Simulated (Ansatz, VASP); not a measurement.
**Two plane-wave programs on Zr2V**

```
CELL_PARAMETERS angstrom
5.38172 0.00000 0.00000
0.00000 5.38172 0.00000
0.00000 0.00000 5.38172
ATOMIC_POSITIONS crystal
Zr 0.25000 0.25000 0.25000
Zr 0.25000 0.75000 0.75000
Zr 0.75000 0.75000 0.25000
Zr 0.75000 0.25000 0.75000
V 0.00000 0.00000 0.00000
V 0.50000 0.50000 0.50000
```

Alike in both runs: functional PBE; k mesh 4 × 4 × 4; occupations gaussian, width 0.1 eV; no spin polarisation.

Ansatz relaxed the structure, and its values are those at the end. VASP's run is a single point on that final structure, the one shown.

|  | VASP | Ansatz |
| --- | --- | --- |
| version | VASP 6.6.1 | Ansatz 0.2.0 |
| potentials or method | VASP PAW PBE potentials, release 64 (Zr_sv, V_sv), cutoff 520 eV | scalar-relativistic, plane waves, PAW |
| valence electrons in the cell | 74 | 74 |

|  | VASP | Ansatz | Ansatz less VASP |
| --- | --- | --- | --- |
| gap on the k mesh at the Fermi level (eV) | none | none | - |
| pressure (GPa) | 0.5 | 0.3 | -0.27 |

A gap of «none» marks a metal or a gap that the smearing closes. The functional is the same, so the differences come from potentials, cutoffs and numerics.
